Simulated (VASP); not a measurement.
Here is a VASP 6.6.1 calculation.

The input INCAR:

```
ALGO = Normal ; EDIFF = 1E-8
ENCUT = 520 ; GGA = PE
ISIF = 2 ; ISMEAR = -1
ISPIN = 2 ; LASPH = True
LCHARG = False ; LEFG = True
LMAXMIX = 4 ; LORBIT = 11
LREAL = False ; LWAVE = False
MAGMOM = 2 0 ; NBANDS = 18
NELM = 150 ; PREC = Accurate
SIGMA = 0.05
```

File KPOINTS:

```
k-points
0
Gamma
  16 16 16
```

File POSCAR:

```
CoO
1.0
    0.0000000000      2.1243711842      2.1243711842
    2.1243711842      0.0000000000      2.1243711842
    2.1243711842      2.1243711842      0.0000000000
Co O
1 1
Direct
    0.0000000000      0.0000000000      0.0000000000
    0.5000000000      0.5000000000      0.5000000000
```

Potentials or basis: VASP PAW PBE potentials, release 64 (Co, O).

Command:

```bash
$ cat potpaw_PBE.64/Co/POTCAR potpaw_PBE.64/O/POTCAR > POTCAR
$ mpirun -np 1 vasp_std > vasp.out
```

Estimate the net moment.

2.88 μB per cell.

Estimate the pressure.

-0.7 GPa.

Estimate the site moments.

Co +2.54; O +0.29 μB.

Caveat: a cell with one magnetic atom can't hold antiferromagnetic order, which such compounds often take.
